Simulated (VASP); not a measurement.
# SnO: single point with PBEsol

The system is SnO.

```
Sn O
1.0
     3.43133    0.00000    0.00000
     0.00000    3.43133    0.00000
     0.00000    0.00000    5.13876
Sn O
2 2
Cartesian
  0.0000 1.7157 1.2463
  1.7157 0.0000 3.8925
  0.0000 0.0000 0.0000
  1.7157 1.7157 0.0000
```

```yaml
Program: VASP 6.6.1
Task: single point
Functional: PBEsol
Potentials_or_basis: VASP PAW PBE potentials, release 64 (Sn_d, O)
Cutoff: 520 eV
k_mesh: 12 × 12 × 10
Occupations: gaussian, width 0.15 eV
Spin: no spin polarisation
Dipole_correction: no
Further_INCAR_settings: ALGO = Normal; EDIFF = 1e-06; NBANDS = 28
```

```
Pressure               : 20.7 GPa
Largest force          : 0.976 eV/Å
Band gap on the k mesh : zero (bands 20 and 21 overlap by 1.03 eV)
```

Forces on the atoms (eV/Å):
```
Sn   0.000  0.000  0.976
Sn   0.000  0.000 -0.976
O    0.000  0.000  0.000
O    0.000  0.000  0.000
```

Stress tensor (GPa, compression positive):
```
28.39  0.00  0.00
 0.00 28.39  0.00
 0.00  0.00  5.25
```

Levels at points of the mesh, in eV from the Fermi level:
| k point | band 18 | band 19 | band 20 | band 21 | band 22 | band 23 |
| --- | --- | --- | --- | --- | --- | --- |
| (0.00, 0.00, 0.00) | -3.07 | -3.07 | 0.42 | 3.38 | 4.02 | 5.22 |
| (0.50, 0.00, 0.00) | -5.36 | -3.79 | -3.79 | 2.63 | 2.63 | 6.95 |
| (0.50, 0.50, 0.00) | -2.33 | -2.26 | -2.26 | -0.61 | -0.61 | 3.47 |
| (0.00, 0.00, 0.50) | -3.59 | -3.08 | -3.08 | 3.07 | 3.31 | 3.31 |
| (0.50, 0.00, 0.50) | -5.35 | -2.59 | -2.59 | 1.62 | 1.62 | 6.52 |
| (0.50, 0.50, 0.50) | -2.87 | -2.33 | -2.33 | 1.60 | 1.60 | 3.15 |

Run time: 110 s on 1 thread of Intel(R) Xeon(R) 6975P-C (Granite Rapids), with other jobs on the host, peak memory 0.34 GiB.

Caveat: the cell stands under pressure; the PAW data sets were made with another functional, which shifts forces and pressure a little; spin-orbit coupling is left out, which moves the levels of the heavy elements.
